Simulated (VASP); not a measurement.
Write the native input for VASP 6.6.1 that does the following.

- Task: single point
- Functional: r2SCAN
- Potentials or basis: VASP PAW PBE potentials, release 64 (In_d, P)
- Cutoff: 520 eV
- k mesh: 8 × 8 × 8
- Occupations: gaussian, width 0.02 eV
- Spin: no spin polarisation
- Dipole correction: no
- Further INCAR settings: ALGO = Normal; EDIFF = 1e-07; NBANDS = 16

The system is InP.

```
In P
1.0
     0.00000    2.93951    2.93951
     2.93951    0.00000    2.93951
     2.93951    2.93951    0.00000
In P
1 1
Direct
  0.00000 0.00000 0.00000
  0.25000 0.25000 0.25000
```

One way to write it, as run:

POSCAR

```
InP
1.0
    0.0000000000      2.9395121605      2.9395121605
    2.9395121605      0.0000000000      2.9395121605
    2.9395121605      2.9395121605      0.0000000000
In P
1 1
Direct
    0.0000000000      0.0000000000      0.0000000000
    0.2500000000      0.2500000000      0.2500000000
```

INCAR.step1

```
PREC = Accurate
ENCUT = 520
ISMEAR = 0
SIGMA = 0.02
LREAL = F
LASPH = T
NELM = 80
NBANDS = 16
GGA = PE
ALGO = Normal
EDIFF = 1E-4
LWAVE = T
LCHARG = F
```

INCAR.step2

```
PREC = Accurate
ENCUT = 520
EDIFF = 1E-7
ISMEAR = 0
SIGMA = 0.02
LREAL = F
LASPH = T
NELM = 80
ALGO = Normal
ISIF = 2
LWAVE = F
LCHARG = F
METAGGA = R2SCAN
LMIXTAU = T
NBANDS = 16
ISTART = 1
```

KPOINTS

```
regular mesh
0
Gamma
  8 8 8
```

Potentials or basis: VASP PAW PBE potentials, release 64 (In_d, P).

Run with:

```bash
$ cat potpaw_PBE.64/In_d/POTCAR potpaw_PBE.64/P/POTCAR > POTCAR
$ cp INCAR.step1 INCAR
$ mpirun -np 1 vasp_std > vasp.out
$ cp INCAR.step2 INCAR
$ mpirun -np 1 vasp_std > vasp.out
```

Results of the run:

```yaml
Pressure: 0.9 GPa
Band_gap_on_the_k_mesh: 1.12 eV
```

Caveat: the PAW data sets were made with another functional, which shifts forces and pressure a little; spin-orbit coupling is left out, which moves the levels of the heavy elements.

It took 36 s on 1 thread of Intel(R) Xeon(R) 6975P-C (Granite Rapids), on a shared host, peak memory 0.19 GiB.
